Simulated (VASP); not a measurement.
Crystal: Ni.

```
CELL_PARAMETERS angstrom
0.00000 1.75924 1.75924
1.75924 0.00000 1.75924
1.75924 1.75924 0.00000
ATOMIC_POSITIONS crystal
Ni 0.00000 0.00000 0.00000
```

| Item | Value |
| --- | --- |
| Program | VASP 6.6.1 |
| Task | relaxation of cell and atoms |
| Functional | PBEsol |
| Potentials or basis | VASP PAW PBE potentials, release 64 (Ni) |
| Cutoff | 600 eV |
| k mesh | 20 × 20 × 20 |
| Occupations | gaussian, width 0.1 eV |
| Spin | collinear spin, ferromagnetic start |
| Starting moments | [0.75] μB |

At the start: pressure -9.9 GPa; volume 10.89 Å³/atom.

Question: Where does the relaxation end?

Answer: Over 13 steps the energy falls by 16.4 meV/atom and the volume is 10.38 Å³/atom (-4.7 %); space group Fm-3m (No. 225, to 0.05 Å); moment 0.62 μB per cell.

The path:
| step | energy change (eV) | largest force (eV/Å) | pressure (GPa) | volume (Å³) |
| --- | --- | --- | --- | --- |
| 1 | 0.0000 | 0.0000 | -9.93 | 10.89 |
| 2 | 0.0037 | 0.0000 | 13.53 | 9.86 |
| 3 | -0.0164 | 0.0000 | -0.13 | 10.38 |
| 4 | -0.0164 | 0.0000 | 0.36 | 10.37 |
| 5 | -0.0164 | 0.0000 | -0.41 | 10.40 |
| 6 | -0.0164 | 0.0000 | -0.11 | 10.38 |
| 7 | -0.0164 | 0.0000 | 0.12 | 10.37 |
| 8 | -0.0164 | 0.0000 | 0.08 | 10.38 |
| 9 | -0.0164 | 0.0000 | -0.29 | 10.38 |
| 10 | -0.0164 | 0.0000 | 0.18 | 10.38 |
| 11 | -0.0164 | 0.0000 | -0.25 | 10.38 |
| 12 | -0.0164 | 0.0000 | 0.10 | 10.38 |
| 13 | -0.0164 | 0.0000 | 0.00 | 10.38 |

Final structure:
```
Ni
1.0
     0.00000    1.73133    1.73133
     1.73133    0.00000    1.73133
     1.73133    1.73133    0.00000
Ni
1
Direct
  0.00000 0.00000 0.00000
```

Caveat: the PAW data sets were made with another functional, which shifts forces and pressure a little.
